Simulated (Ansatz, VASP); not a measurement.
This is a calculation of InSb3 for VASP 6.6.1.

POSCAR

```
InSb3
1.0
    4.8696159243      0.0000000000      0.0000000000
    0.0000000000      4.8696159243      0.0000000000
    0.0000000000      0.0000000000      4.8696159243
Sb In
3 1
Direct
    0.5000000000      0.5000000000      0.0000000000
    0.0000000000      0.5000000000      0.5000000000
    0.5000000000      0.0000000000      0.5000000000
    0.0000000000      0.0000000000      0.0000000000
```

Contents of INCAR.step1:

```
ALGO = Normal
EDIFF = 1E-4
ENCUT = 520
GGA = PE
ISMEAR = -1
LASPH = True
LCHARG = False
LREAL = False
LWAVE = True
NBANDS = 22
NELM = 80
PREC = Accurate
SIGMA = 0.05
```

File INCAR.step2:

```
ALGO = Normal
EDIFF = 1E-6
ENCUT = 520
ISIF = 2
ISMEAR = -1
ISTART = 1
LASPH = True
LCHARG = False
LMIXTAU = True
LREAL = False
LWAVE = False
METAGGA = R2SCAN
NBANDS = 22
NELM = 80
PREC = Accurate
SIGMA = 0.05
```

Contents of KPOINTS:

```
k-points
0
Gamma
  6 6 6
```

Potentials or basis: VASP PAW PBE potentials, release 64 (Sb, In_d).

Launch:

```sh
$ cat potpaw_PBE.64/Sb/POTCAR potpaw_PBE.64/In_d/POTCAR > POTCAR
$ cp INCAR.step1 INCAR
$ mpirun -np 1 vasp_std > vasp.out
$ cp INCAR.step2 INCAR
$ mpirun -np 1 vasp_std > vasp.out
```

Question: Set up the same calculation for Ansatz 0.2.0. Potentials there: Ansatz PAW.

Answer: As run (the cutoff follows the program's own potentials):

The input input.yaml:

```yaml
crystal:
  lattice:
    - [4.8696159243, 0.0, 0.0]
    - [0.0, 4.8696159243, 0.0]
    - [0.0, 0.0, 4.8696159243]
  atoms:
    - { symbol: Sb, position: [0.5, 0.5, 0.0] }
    - { symbol: Sb, position: [0.0, 0.5, 0.5] }
    - { symbol: Sb, position: [0.5, 0.0, 0.5] }
    - { symbol: In, position: [0.0, 0.0, 0.0] }
hamiltonian:
  xc: r2scan
  pseudopotentials: { kind: paw }
kpoints:
  mp_grid: { grid: [6, 6, 6] }
scf:
  occupations: { method: fermi_dirac, width: 0.05 }
output:
  forces: true
  stress: true
  eigenvalues: true
```

Potentials or basis: Ansatz PAW.

The run is started by

```bash
$ ansatz run input.yaml --threads 2 --pin off --max-ram 5632MiB --backend cpu --events-out ev --progress --plain --runs-dir out
```

Both were run:

|  | VASP | Ansatz | Ansatz less VASP |
| --- | --- | --- | --- |
| gap on the k mesh at the Fermi level (eV) | none | none | - |
| pressure (GPa) | -2.4 | -2.4 | +0.04 |

VASP's potentials were made for PBE, not for r2SCAN. A gap of «none» marks a metal or a gap that the smearing closes. VASP's potentials hold 28 valence electrons a cell and Ansatz's 58, so a difference there can come from the potentials and not from the codes.

Neither program's run includes spin-orbit coupling.
